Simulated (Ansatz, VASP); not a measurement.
**HfN in VASP and in Ansatz**

File INCAR:

```
SYSTEM = HfN
  ALGO = Normal
  EDIFF = 1E-6
  ENCUT = 520
  GGA = PE
  ISIF = 2
  ISMEAR = 0
  LASPH = .True.
  LCHARG = .False.
  LREAL = .False.
  LWAVE = .False.
  NBANDS = 14
  NELM = 80
  PREC = Accurate
  SIGMA = 0.15
```

The input KPOINTS:

```
k-points
0
Gamma
  22 22 22
  0 0 0
```

The input POSCAR:

```
HfN
1.0
    0.0000000000      2.3250592345      2.3250592345
    2.2738965619      0.0511626726      2.2738965619
    2.2738965619      2.2738965619      0.0511626726
Hf N
1 1
Direct
    0.0000000000      0.0000000000      0.0000000000
    0.5000000000      0.5000000000      0.5000000000
```

Input for Ansatz:

```yaml
crystal:
  lattice:
    - [0.0, 2.3250592345, 2.3250592345]
    - [2.2738965619, 0.0511626726, 2.2738965619]
    - [2.2738965619, 2.2738965619, 0.0511626726]
  atoms:
    - { symbol: Hf, position: [0.0, 0.0, 0.0] }
    - { symbol: "N", position: [0.5, 0.5, 0.5] }
basis:
  ecutwfc: 420
kpoints:
  mp_grid: { grid: [22, 22, 22] }
hamiltonian:
  xc: pbe
scf:
  occupations: { method: gaussian, width: 0.15 }
output:
  forces: true
  stress: true
  eigenvalues: true
```

Change from the starting cell: strain +0.0450 x Voigt [0, 0, 0, 1, 0, 0], atoms carried along.

Alike in both runs: task single point; functional PBE; k mesh 22 × 22 × 22; occupations gaussian, width 0.15 eV; no spin polarisation.

|  | VASP | Ansatz |
| --- | --- | --- |
| version | VASP 6.6.1 | Ansatz 0.2.0 |
| potentials or method | VASP PAW PBE potentials, release 64 (Hf_pv, N), cutoff 520 eV | scalar-relativistic, plane waves, PAW |
| valence electrons in the cell | 15 | 31 |

VASP gave:

| Property | Result |
| --- | --- |
| gap on the k mesh at the Fermi level (eV) | none |
| pressure (GPa) | -2.1 |
| traceless stress, the component that is largest in VASP (GPa) | -5.41 |

Task: Which values does Ansatz return?

Result: gap on the k mesh at the Fermi level (eV): none; pressure (GPa): 0.2; traceless stress, the component that is largest in VASP (GPa): -5.31.

A gap of «none» marks a metal or a gap that the smearing closes. VASP's potentials hold 15 valence electrons a cell and Ansatz's 31, so a difference there can come from the potentials and not from the codes.

Neither program's run includes spin-orbit coupling.
